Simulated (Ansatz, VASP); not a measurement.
TiAs3 in VASP and in Ansatz

```
Ti As
1.0
     6.01047    0.00000    0.00000
    -3.00523    5.20522    0.00000
     0.00000    0.00000    4.84268
Ti As
2 6
Direct
  0.33333 0.66667 0.25000
  0.66667 0.33333 0.75000
  0.81045 0.62091 0.25000
  0.18955 0.81045 0.75000
  0.37909 0.18955 0.25000
  0.18955 0.37909 0.75000
  0.81045 0.18955 0.25000
  0.62091 0.81045 0.75000
```

Alike in both runs: functional PBE; k mesh 3 × 3 × 4; occupations gaussian, width 0.1 eV; no spin polarisation.

Ansatz relaxed the structure, and its values are those at the end. VASP's run is a single point on that final structure, the one shown.

```csv
,VASP,Ansatz
version,VASP 6.6.1,Ansatz 0.2.0
potentials or method,"VASP PAW PBE potentials, release 64 (Ti_sv, As), cutoff 520 eV","scalar-relativistic, plane waves, PAW"
valence electrons in the cell,54,114
```

|  | VASP | Ansatz | Ansatz less VASP |
| --- | --- | --- | --- |
| gap on the k mesh at the Fermi level (eV) | none | none | - |
| pressure (GPa) | 0.1 | -0.1 | -0.24 |
| rms of the force components (eV/Å) | 0.012 | 0.010 | -0.0019 |

A gap of «none» marks a metal or a gap that the smearing closes. VASP's potentials hold 54 valence electrons a cell and Ansatz's 114, so a difference there can come from the potentials and not from the codes.

The k mesh is coarse, so the values compare programs but aren't converged.
